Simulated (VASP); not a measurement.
WC:

```xyz
2
Lattice="0.0000 2.1927 2.1927 2.1927 0.0000 2.1927 2.1927 2.1927 0.0000" Properties=species:S:1:pos:R:3 pbc="T T T"
W     0.0000    0.0000    0.0000
C     2.1927    2.1927    2.1927
```

```yaml
Program: VASP 6.6.1
Task: relaxation of cell and atoms
Functional: LDA
Potentials_or_basis: VASP PAW LDA potentials, release 64 (W_sv, C)
Cutoff: 600 eV
k_mesh: 9 × 9 × 9
Occupations: methfessel-paxton, width 0.15 eV
Spin: no spin polarisation
```

At the start: pressure -13.6 GPa; volume 10.54 Å³/atom.

Question: Where does the relaxation end?

Answer: Over 4 steps the energy falls by 16.6 meV/atom and the volume is 10.17 Å³/atom (-3.6 %); space group Fm-3m (No. 225, to 0.05 Å).

Step by step:
```
step  energy change (eV)  largest force (eV/Å)  pressure (GPa)  volume (Å³)
   1              0.0000                0.0000          -13.62        21.08
   2              0.2194                0.0000           47.37        18.47
   3             -0.0332                0.0000           -0.52        20.35
   4             -0.0332                0.0000           -0.10        20.33
```

Final structure:
```
CELL_PARAMETERS angstrom
0.00000 2.16624 2.16624
2.16624 0.00000 2.16624
2.16624 2.16624 0.00000
ATOMIC_POSITIONS crystal
W 0.00000 0.00000 0.00000
C 0.50000 0.50000 0.50000
```
